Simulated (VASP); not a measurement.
A run of VASP 6.6.1:

File INCAR:

```
SYSTEM = Nb
PREC = Accurate ; ENCUT = 520
EDIFF = 1E-6 ; ISMEAR = -1
SIGMA = 0.08 ; LREAL = .FALSE.
LASPH = .TRUE. ; NELM = 60
ALGO = Normal ; ISIF = 2
LWAVE = .FALSE. ; LCHARG = .FALSE.
GGA = PS ; NBANDS = 12
```

The input KPOINTS:

```
Automatic mesh
0
G
  13 13 13
  0 0 0
```

Contents of POSCAR:

```
Nb
1.0
    0.0000000000      2.0864154149      2.0864154149
    2.0864154149      0.0000000000      2.0864154149
    2.0864154149      2.0864154149      0.0000000000
Nb
1
Direct
    0.0000000000      0.0000000000      0.0000000000
```

Potentials or basis: VASP PAW PBE potentials, release 64 (Nb_sv).

Launch:

```sh
$ cat potpaw_PBE.64/Nb_sv/POTCAR > POTCAR
$ mpirun -np 1 vasp_std > vasp.out
```

Hardware: 1 thread of Intel Xeon 8259CL, with other jobs on the host.

Task: Estimate the wall time of this run.

Result: Run time: 20 s on 1 thread of Intel Xeon 8259CL, on a shared host, peak memory 0.15 GiB. Counts: scf iterations 11, k points 84.
